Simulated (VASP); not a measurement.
Input of a VASP 6.6.1 run:

The input INCAR:

```
SYSTEM = Zr2HS4
ALGO = Normal
DIPOL = 0.5 0.5 0.278
EDIFF = 1E-6
ENCUT = 400
GGA = PE
GGA_COMPAT = .FALSE.
IDIPOL = 3
ISIF = 2
ISMEAR = 0
IVDW = 12
LASPH = .TRUE.
LCHARG = .TRUE.
LDIPOL = .TRUE.
LELF = .TRUE.
LREAL = .FALSE.
LVACPOTAV = .TRUE.
LVHAR = .TRUE.
LWAVE = .FALSE.
NBANDS = 62
NELM = 120
NELMDL = -8
PREC = Accurate
SIGMA = 0.05
```

File KPOINTS:

```
k-points
0
G
  6 6 1
  0 0 0
```

Contents of POSCAR:

```
Zr2HS4
1.0
    7.2976778227      0.0000000000      0.0000000000
   -3.6488389114      6.3199743831      0.0000000000
    0.0000000000      0.0000000000     20.9171506047
S Zr H
8 4 2
Direct
    0.3333333333      0.1666666667      0.1912306354
    0.3333333333      0.6666666667      0.1912306354
    0.8333333333      0.1666666667      0.1912306354
    0.8333333333      0.6666666667      0.1912306354
    0.1666666667      0.3333333333      0.3306927762
    0.1666666667      0.8333333333      0.3306927762
    0.6666666667      0.3333333333      0.3306927762
    0.6666666667      0.8333333333      0.3306927762
    0.0000000000      0.0000000000      0.2609617058
    0.0000000000      0.5000000000      0.2609617058
    0.5000000000      0.0000000000      0.2609617058
    0.5000000000      0.5000000000      0.2609617058
    0.3699497052      0.7398994103      0.3828031244
    0.4633836282      0.9267672564      0.3828031244
```

Potentials or basis: VASP PAW PBE potentials, release 64 (S, Zr_sv, H).

Command:

```sh
$ cat potpaw_PBE.64/S/POTCAR potpaw_PBE.64/Zr_sv/POTCAR potpaw_PBE.64/H/POTCAR > POTCAR
$ mpirun -np 1 vasp_std > vasp.out
```

(1) What does it give for the dispersion energy per atom?

(2) What does it give for the band gap on the k mesh?

Answers

(1) -0.227 eV.

(2) 0.67 eV (least direct gap 0.74 eV).
